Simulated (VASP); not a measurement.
**LiMgF3: relaxation of cell and atoms with PBEsol**

Crystal: LiMgF3.

```xyz
5
Lattice="3.5237 0.0000 0.0000 0.0000 3.5237 0.0000 0.0000 0.0000 3.5237" Properties=species:S:1:pos:R:3 pbc="T T T"
Li    1.7618    1.7618    1.7618
Mg    0.0000    0.0000    0.0000
F     0.0000    1.7618    1.7618
F     1.7618    1.7618    0.0000
F     1.7618    0.0000    1.7618
```

```json
{
  "Program": "VASP 6.6.1",
  "Task": "relaxation of cell and atoms",
  "Functional": "PBEsol",
  "Potentials or basis": "VASP PAW PBE potentials, release 64 (Li_sv, Mg, F)",
  "Cutoff": "600 eV",
  "k mesh": "6 × 6 × 6",
  "Occupations": "gaussian, width 0.01 eV",
  "Spin": "no spin polarisation",
  "Target pressure": "15 GPa",
  "Dipole correction": "no",
  "Further INCAR settings": "ALGO = Normal; EDIFF = 1e-07; IBRION = 2; EDIFFG = -0.001; NSW = 80; ISIF = 3"
}
```

The relaxed volume is 8.09 Å³/atom. The relaxed cell is a = 3.433 Å, b = 3.433 Å, c = 3.433 Å, α = 90.00°, β = 90.00°, γ = 90.00° and the space group after relaxing (to 0.05 Å) is Pm-3m (No. 221). The energy change on relaxing (the enthalpy is what falls) is +39.0 meV/atom and the ionic steps are 3. The pressure after relaxing is 15.0 GPa. The band gap on the k mesh is 4.36 eV, indirect (least direct gap 4.67 eV).

Step by step:
```tsv
step	energy change (eV)	largest force (eV/Å)	pressure (GPa)	volume (Å³)
1	0.0000	0.0000	4.64	43.75
2	0.2137	0.0000	15.76	40.26
3	0.1949	0.0000	15.01	40.46
```

Final structure:
```
Li Mg F
1.0
     3.43300    0.00000    0.00000
     0.00000    3.43300    0.00000
     0.00000    0.00000    3.43300
Li Mg F
1 1 3
Direct
  0.50000 0.50000 0.50000
  0.00000 0.00000 0.00000
  0.00000 0.50000 0.50000
  0.50000 0.50000 0.00000
  0.50000 0.00000 0.50000
```

Levels at points of the mesh, in eV from the valence-band top:
```
           k point  band 9  band 10  band 11  band 12  band 13  band 14  band 15  band 16  band 17
(0.00, 0.00, 0.00)   -1.19    -1.19    -0.31    -0.31    -0.31     4.36    12.79    12.79    16.11
(0.50, 0.00, 0.00)   -1.99    -1.77    -1.58    -0.57    -0.57     8.12     9.10    14.62    14.62
(0.50, 0.50, 0.00)   -2.41    -1.92    -1.92    -0.23    -0.03     9.23    11.29    11.29    13.64
(0.50, 0.50, 0.50)   -0.21    -0.21     0.00     0.00     0.00     7.18    13.44    13.44    13.44
```

Run time: 49 s on 1 thread of Intel(R) Xeon(R) Platinum 8488C (Sapphire Rapids), on a shared host, peak memory 0.17 GiB.

Caveat: the cutoff is under 1.25 times the usual one of these potentials, so pressure, stress and relaxed cells hold a basis-set (Pulay) error; the cell is relaxed towards a set pressure, so the enthalpy falls and the energy may rise; the PAW data sets were made with another functional, which shifts forces and pressure a little. A k mesh can miss the band edges.
